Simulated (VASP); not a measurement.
# Si6Cl in VASP: a series of runs

Runs on Si6Cl. Level: PBE. Tasks: relaxation of the atoms.

Program: VASP 6.6.1. These are calculated values, not measurements. Logs are shortened: lines on timing, memory, paths and dates and some standing lists are left out, and cuts for length are marked.

**1. The cell of the first run**

The cell holds a slab with vacuum, 7 atoms: a = 3.868 Å, b = 5.470 Å, c = 19.224 Å, α = 90.00°, β = 90.00°, γ = 90.00°.

**2. Relaxation of the atoms, PBE, collinear spin**

Input file INCAR:

```
PREC = Accurate
ENCUT = 520
EDIFF = 1E-6
ISMEAR = 0
SIGMA = 0.05
LREAL = False
LASPH = True
NELM = 150
ALGO = Normal
ISIF = 2
LWAVE = False
LCHARG = False
ISPIN = 2
MAGMOM = 0 0 0 0 0 0 1
LORBIT = 11
LDIPOL = True
IDIPOL = 3
DIPOL = 0.5 0.5 0.328
GGA = PE
IBRION = 2
NSW = 36
EDIFFG = -0.025
KPAR = 4
```

Input file KPOINTS:

```
regular mesh
0
Gamma
  7 5 1
```

Input file POSCAR:

```
Si6Cl
1.0
    3.8675355695      0.0000000000      0.0000000000
    0.0000000000      5.4695212554      0.0000000000
    0.0000000000      0.0000000000     19.2238421361
Si Cl
6 1
Selective dynamics
Direct
    0.5000000000      0.0000000000      0.2080749505  F F F
    0.0000000000      0.2500000000      0.2080749505  F F F
    0.0000000000      0.5024402202      0.3062860998  F F F
    0.5000000000      0.7475597798      0.3062860998  F F F
    0.5000000000      0.0098635024      0.4017845174  F F F
    0.0000000000      0.2401364976      0.4017845174  F F F
    0.5000000000      0.6765301691      0.4617478159  F F T
```

Potentials or basis: VASP PAW PBE potentials, release 64 (Si, Cl).

Command:

```sh
cat potpaw_PBE.64/Si/POTCAR potpaw_PBE.64/Cl/POTCAR > POTCAR
mpirun -np 4 vasp_std > vasp.out
```

OUTCAR:

```text
PREC = Accurate
   ENCUT = 520
   EDIFF = 1E-6
   ISMEAR = 0
   LREAL = False
   LASPH = True
   NELM = 150
   ISIF = 2
   ISPIN = 2
   LORBIT = 11
   GGA = PE
   IBRION = 2
   NSW = 36
   EDIFFG = -0.025

 ion  position               nearest neighbor table
   1  0.500  0.000  0.208-   4 2.34   2 2.37   2 2.37
   2  0.000  0.250  0.208-   3 2.34   1 2.37   1 2.37
   3  0.000  0.502  0.306-   6 2.33   2 2.34   4 2.35   4 2.35
   4  0.500  0.748  0.306-   5 2.33   1 2.34   3 2.35   3 2.35
   5  0.500  0.010  0.402-   7 2.16   6 2.31   6 2.31   4 2.33
   6  0.000  0.240  0.402-   5 2.31   5 2.31   3 2.33
   7  0.500  0.677  0.462-   5 2.16

  LATTYP: Found a simple orthorhombic cell.
 ALAT       =     3.8675355695
 B/A-ratio  =     1.4142135624
 C/A-ratio  =     4.9705663440

  Lattice vectors:

 A1 = (   3.8675355695,   0.0000000000,   0.0000000000)
 A2 = (   0.0000000000,   5.4695212554,   0.0000000000)
 A3 = (   0.0000000000,   0.0000000000,  19.2238421361)

Analysis of symmetry for initial positions (statically):
=====================================================================
 Subroutine PRICEL returns:
 Original cell was already a primitive cell.

 Routine SETGRP: Setting up the symmetry group for a
 simple orthorhombic supercell.

 Subroutine GETGRP returns: Found  2 space group operations
 (whereof  2 operations were pure point group operations)
 out of a pool of  8 trial point group operations.

The static configuration has the point symmetry C_1h.

Analysis of symmetry for dynamics (positions and initial velocities):
=====================================================================
 Subroutine PRICEL returns:
 Original cell was already a primitive cell.

 Routine SETGRP: Setting up the symmetry group for a
 simple orthorhombic supercell.

 Subroutine GETGRP returns: Found  2 space group operations
 (whereof  2 operations were pure point group operations)
 out of a pool of  8 trial point group operations.

The dynamic configuration has the point symmetry C_1h.

Analysis of constrained symmetry for selective dynamics:
=====================================================================
 Subroutine PRICEL returns:
 Original cell was already a primitive cell.

 Routine SETGRP: Setting up the symmetry group for a
 simple orthorhombic supercell.

 Subroutine GETGRP returns: Found  2 space group operations
 (whereof  2 operations were pure point group operations)
 out of a pool of  8 trial point group operations.

The constrained configuration has the point symmetry C_1h.

Analysis of structural, dynamic, and magnetic symmetry:
=====================================================================
 Subroutine PRICEL returns:
 Original cell was already a primitive cell.

 Routine SETGRP: Setting up the symmetry group for a
 simple orthorhombic supercell.

 Subroutine GETGRP returns: Found  2 space group operations
 (whereof  2 operations were pure point group operations)
 out of a pool of  8 trial point group operations.

The overall configuration has the point symmetry C_1h.

 Subroutine INISYM returns: Found  2 space group operations
 (whereof  2 operations are pure point group operations),
 and found     1 'primitive' translations

----------------------------------------------------------------------------------------

                                     Primitive cell

  volume of cell :     406.6529

  direct lattice vectors                    reciprocal lattice vectors
     3.867535570  0.000000000  0.000000000     0.258562586  0.000000000  0.000000000
     0.000000000  5.469521255  0.000000000     0.000000000  0.182831358  0.000000000
[... 89 lines left out ...]
   ISYM   =      2    0-nonsym 1-usesym 2-fastsym
   POTIM  = 0.5000    time-step for ionic-motion
   TEBEG  =    0.0;   TEEND  =   0.0 temperature during run
   PSTRESS=    0.0 pullay stress
   NELECT =      31.0000    total number of electrons
   NUPDOWN=      -1.0000    fix difference up-down
   EMIN   =  10.00;   EMAX   =-10.00  energy-range for DOS
   EFERMI =   0.00;   METHOD = LEGACY
   ISMEAR =     0;   SIGMA  =   0.05  broadening in eV -4-tet -1-fermi 0-gaus
   EFERMI_NEDOS =   21; number of points for ismear=-14 and -15
   IALGO  =     38    algorithm
   IMIX   =      4    mixing-type and parameters
     AMIX     =   0.40;   BMIX     =  1.00
     AMIX_MAG =   1.60;   BMIX_MAG =  1.00
  volume/ion in A,a.u.               =      58.09       392.03
  Fermi-wavevector in a.u.,A,eV,Ry     =   0.694151  1.311756  6.555913  0.481846
  Thomas-Fermi vector in A             =   1.776564
   LORBIT       =     11    0 simple, 1 ext, 2 COOP (PROOUT), +10 PAW based schemes
   GGA     = PE    functional components
   LHFCALC =     F    Hartree Fock is set to
   AEXX    =    0.0000 exact exchange contribution
   IVDW    =     0    specifies the selected vdW correction
   LEPSILON=     F    determine dielectric tensor
   LRPA    =     F    only Hartree local field effects (RPA)
 conjugate gradient relaxation of ions
 spin polarized calculation
 Gauss-broadening in eV      SIGMA  =   0.05
  energy-cutoff  :      520.00
  volume of cell :      406.65
 maximum number of plane-waves:     10975
 NGX is ok and might be reduce to    30
   NGX = 15   NGY = 21   NGZ = 71

 dipolmoment           0.000000      0.000000     -0.006628 electrons x Angstroem

--------------------------------------- Ionic step        1  -------------------------------------------

 number of electron      30.9999997 magnetization       0.9871772

 Free energy of the ion-electron system (eV)
  ---------------------------------------------------
  ext. energy  EPLUGINS =         0.00000000
  ---------------------------------------------------
  free energy    TOTEN  =       -32.10825888 eV

  energy without entropy =      -32.10750779  energy(sigma->0) =      -32.10788333

------------------------ aborting loop because EDIFF is reached ----------------------------------------

  FORCE on cell =-STRESS in cart. coord.  units (eV):
  Direction    XX          YY          ZZ          XY          YZ          ZX
  --------------------------------------------------------------------------------------
  -------------------------------------------------------------------------------------
  Total        1.1919361      0.3389080      2.5057250      0.0000000      1.7284238      0.0000000
  in kB        4.6961257      1.3352685      9.8723414      0.0000000      6.8098414      0.0000000
  external PRESSURE =       5.3012452 kB  Pullay stress =       0.0000000 kB
[... 71 lines left out ...]
 number of electron      30.9999998 magnetization       0.9951448

------------------------ aborting loop because EDIFF is reached ----------------------------------------

 vacuum level on the upper side and lower side of the slab       (xc-potential included)         0.141        -0.140

  FORCE on cell =-STRESS in cart. coord.  units (eV):
  Direction    XX          YY          ZZ          XY          YZ          ZX
  --------------------------------------------------------------------------------------
  -------------------------------------------------------------------------------------
  Total        1.0869656     -0.8823210      1.2803549      0.0000000      2.5617850      0.0000000
  in kB        4.2825511     -3.4762691      5.0444885      0.0000000     10.0932131      0.0000000
  external PRESSURE =       1.9502568 kB  Pullay stress =       0.0000000 kB
[... 28 lines left out ...]
--------------------------------------- Ionic step        4  -------------------------------------------

 number of electron      30.9999999 magnetization       0.9953042

 dipolmoment           0.000000      0.000000      0.035354 electrons x Angstroem

 Free energy of the ion-electron system (eV)
  ---------------------------------------------------
  ext. energy  EPLUGINS =         0.00000000
  ---------------------------------------------------
  free energy    TOTEN  =       -32.16512016 eV

  energy without entropy =      -32.16475540  energy(sigma->0) =      -32.16493778

 E-fermi :  -1.3112     XC(G=0):  -4.0307

 val. band max:       -1.3683794152   @ k =   0.0000   0.0000   0.0000
 cond. band min:      -1.2495013058   @ k =   0.1429   0.0000   0.0000
 fundamental gap:      0.1188781094
 Fermi energy:        -1.3112267788

 spin component 1

 k-point     1 :       0.0000    0.0000    0.0000
  band No.  band energies     occupation
      1     -17.0982      1.00000
      2     -12.7027      1.00000
      3     -11.0010      1.00000
      4      -9.5529      1.00000
      5      -8.7544      1.00000
      6      -7.1313      1.00000
[... 252 lines left out ...]
      6      -8.1529      1.00000
[... 12 lines left out ...]
     19       1.4681      0.00000
     20       1.9574      0.00000
 Fermi energy:        -1.3112267788

 spin component 2

 k-point     1 :       0.0000    0.0000    0.0000
  band No.  band energies     occupation
      1     -17.0844      1.00000
      2     -12.6095      1.00000
      3     -10.8642      1.00000
      4      -9.4108      1.00000
      5      -8.6797      1.00000
      6      -7.0141      1.00000
[... 265 lines left out ...]
     19       1.6134      0.00000
     20       2.0790      0.00000

------------------------ aborting loop because EDIFF is reached ----------------------------------------

 vacuum level on the upper side and lower side of the slab       (xc-potential included)        -0.022        -0.307

  FORCE on cell =-STRESS in cart. coord.  units (eV):
  Direction    XX          YY          ZZ          XY          YZ          ZX
  --------------------------------------------------------------------------------------
  -------------------------------------------------------------------------------------
  Total        1.0800341     -0.9458181      1.2005921      0.0000000      2.6071506      0.0000000
  in kB        4.2552417     -3.7264421      4.7302297      0.0000000     10.2719495      0.0000000
  external PRESSURE =       1.7530098 kB  Pullay stress =       0.0000000 kB
[... 22 lines left out ...]
  FREE ENERGIE OF THE ION-ELECTRON SYSTEM (eV)
  ---------------------------------------------------
  free  energy   TOTEN  =       -32.1651201554 eV

  energy  without entropy=      -32.1647553955  energy(sigma->0) =      -32.16493778

 reached required accuracy - stopping structural energy minimisation

 vacuum level on the upper side and lower side of the slab         3.654         3.357

 total charge

# of ion       s       p       d       tot
------------------------------------------
    1        0.791   0.845   0.000   1.636
    2        0.805   0.825   0.000   1.630
    3        0.765   0.918   0.000   1.683
    4        0.781   0.905   0.000   1.685
    5        0.767   0.860   0.000   1.626
    6        0.805   0.859   0.000   1.665
    7        1.610   3.477   0.000   5.087
--------------------------------------------------
tot          6.324   8.689   0.000  15.012

 magnetization (x)

# of ion       s       p       d       tot
------------------------------------------
    1        0.028   0.163   0.000   0.191
    2        0.016   0.091   0.000   0.107
    3        0.005   0.017   0.000   0.021
    4        0.002   0.024   0.000   0.026
    5        0.005   0.008   0.000   0.013
    6       -0.003  -0.013   0.000  -0.016
    7        0.000   0.010   0.000   0.010
--------------------------------------------------
tot          0.053   0.299   0.000   0.353
```

Run time: 8.9 min. Hardware: 4 MPI ranks of Intel Xeon Platinum 8259CL at 2.50GHz (Skylake/Cascade Lake), shared host; peak memory 0.68 GiB.

Results:

```yaml
Free_energy: -32.1651 eV
Energy_gained_by_relaxing: 8.1 meV/atom
Ionic_steps: 4
Band_gap_on_the_k_mesh: 0.12 eV (least direct gap 0.20 eV)
Net_moment: 1.00 μB per cell
Site_moments: Si +0.19, +0.11, +0.02, +0.03, +0.01, -0.02; Cl +0.01 μB
Valence_electrons_inside_the_program's_atomic_spheres: Si 1.64, 1.63, 1.68, 1.69, 1.67 (each value once); Cl 5.09
```

Step by step:
| step | energy change (eV) | largest force on free atoms (eV/Å) | pressure (GPa) |
| --- | --- | --- | --- |
| 1 | 0.0000 | 0.7553 | 0.53 |
| 2 | -0.0241 | 0.5662 | 0.44 |
| 3 | -0.0567 | 0.0435 | 0.20 |
| 4 | -0.0569 | 0.0031 | 0.18 |

Final structure:
```
Si Cl
1.0
     3.86754    0.00000    0.00000
     0.00000    5.46952    0.00000
     0.00000    0.00000   19.22384
Si Cl
6 1
Direct
  0.50000 0.00000 0.20808
  0.00000 0.25000 0.20808
  0.00000 0.50244 0.30629
  0.50000 0.74756 0.30629
  0.50000 0.00986 0.40178
  0.00000 0.24014 0.40178
  0.50000 0.67653 0.46979
```

Levels at points of the mesh, in eV from the valence-band top:
Spin up:
| k point | band 13 | band 14 | band 15 | band 16 | band 17 | band 18 | band 19 | band 20 |
| --- | --- | --- | --- | --- | --- | --- | --- | --- |
| (0.00, 0.00, 0.00) | -1.25 | -0.78 | -0.38 | 0.00 | 0.94 | 1.17 | 2.26 | 2.87 |
Spin down:
```
           k point  band 12  band 13  band 14  band 15  band 16  band 17  band 18  band 19
(0.00, 0.00, 0.00)    -2.14    -1.18    -0.32    -0.25     0.35     1.05     1.41     2.36
```

**3. Relaxation of the atoms, PBE, collinear spin**

Input file INCAR:

```
SYSTEM = Si6Cl
ALGO = Normal ; DIPOL = 0.5 0.5 0.334
EDIFF = 1E-6 ; EDIFFG = -0.025
ENCUT = 520 ; GGA = PE
IBRION = 2 ; IDIPOL = 3
ISIF = 2 ; ISMEAR = 0
ISPIN = 2 ; KPAR = 4
LASPH = .TRUE. ; LCHARG = .FALSE.
LDIPOL = .TRUE. ; LORBIT = 11
LREAL = .FALSE. ; LWAVE = .FALSE.
MAGMOM = 0 0 0 0 0 0 1 ; NELM = 150
NSW = 36 ; PREC = Accurate
SIGMA = 0.05
```

Input file KPOINTS:

```
k-points
0
G
  7 5 1
  0 0 0
```

POSCAR, as its differences from that of step 2:

```diff
@@ -15,2 +15,2 @@
     0.0000000000      0.2401364976      0.4017845174  F F F
-    0.5000000000      0.6765301691      0.4617478159  F F T
+    0.5000000000      0.1765301691      0.5044031807  F F T
```

Potentials or basis: VASP PAW PBE potentials, release 64 (Si, Cl).

Command:

```sh
cat potpaw_PBE.64/Si/POTCAR potpaw_PBE.64/Cl/POTCAR > POTCAR
mpirun -np 4 vasp_std > vasp.out
```

It took 8.4 min on 4 MPI ranks of Intel Xeon Platinum 8259CL at 2.50GHz (Skylake/Cascade Lake), shared host; peak memory 0.7 GiB.

The run converged. Its results:

| Property | Result |
| --- | --- |
| Free energy | -31.2575 eV |
| Energy gained by relaxing | 33.7 meV/atom |
| Ionic steps | 4 |
| Net moment | 0.00 μB per cell |
| Valence electrons inside the program's atomic spheres | Si 1.63, 1.68, 1.62, 1.64 (each value once); Cl 5.05 |

The path:
```
step  energy change (eV)  largest force on free atoms (eV/Å)  pressure (GPa)
   1              0.0000                              2.2027            0.95
   2             -0.1703                              1.0586            0.58
   3             -0.2344                              0.1491            0.16
   4             -0.2361                              0.0244            0.21
```

Final structure:
```xyz
7
Lattice="3.8675 0.0000 0.0000 0.0000 5.4695 0.0000 0.0000 0.0000 19.2238" Properties=species:S:1:pos:R:3 pbc="T T T"
Si    1.9338    0.0000    4.0000
Si    0.0000    1.3674    4.0000
Si    0.0000    2.7481    5.8880
Si    1.9338    4.0888    5.8880
Si    1.9338    0.0539    7.7238
Si    0.0000    1.3134    7.7238
Cl    1.9338    0.9655    9.9371
```

Levels at points of the mesh, in eV from the Fermi level:
Spin up:
| k point | band 12 | band 13 | band 14 | band 15 | band 16 | band 17 | band 18 | band 19 |
| --- | --- | --- | --- | --- | --- | --- | --- | --- |
| (0.00, 0.00, 0.00) | -1.92 | -0.96 | -0.29 | -0.20 | -0.04 | 0.23 | 1.29 | 2.20 |
Spin down:
```
           k point  band 13  band 14  band 15  band 16  band 17  band 18
(0.00, 0.00, 0.00)    -0.96    -0.29    -0.20    -0.04     0.23     1.29
```

(Part 1 of 2 ends here.)

The gap in the log of VASP goes by the Fermi energy; the results here count the filled bands.